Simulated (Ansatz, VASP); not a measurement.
# MnC3 in VASP and in Ansatz

```
Mn C
1.0
     3.68552    0.00000    0.00000
     0.00000    3.68552    0.00000
     0.00000    0.00000    3.57740
Mn C
1 3
Direct
  0.00000 0.00000 0.00000
  0.50000 0.50000 0.00000
  0.50000 0.00000 0.50000
  0.00000 0.50000 0.50000
```

Change from the starting cell: species swapped into the InPd3 type (P4/mmm, No. 123).

Alike in both runs: task single point; functional PBE; k mesh 6 × 6 × 6; occupations gaussian, width 0.1 eV; collinear spin.

|  | VASP | Ansatz |
| --- | --- | --- |
| version | VASP 6.6.1 | Ansatz 0.2.0 |
| potentials or method | VASP PAW PBE potentials, release 64 (Mn_pv, C), cutoff 520 eV | scalar-relativistic, plane waves, PAW |
| valence electrons in the cell | 25 | 27 |

```tsv
	VASP	Ansatz	Ansatz less VASP
gap on the k mesh at the Fermi level (eV)	none	none	-
net moment per atom (μB)	0.88	0.88	-0.002
size of the moment on the site where the two differ most (μB)	3.82	3.76	-0.057
```

Site moments also hang on the region over which each program counts them. A gap of «none» marks a metal or a gap that the smearing closes. VASP's potentials hold 25 valence electrons a cell and Ansatz's 27, so a difference there can come from the potentials and not from the codes.
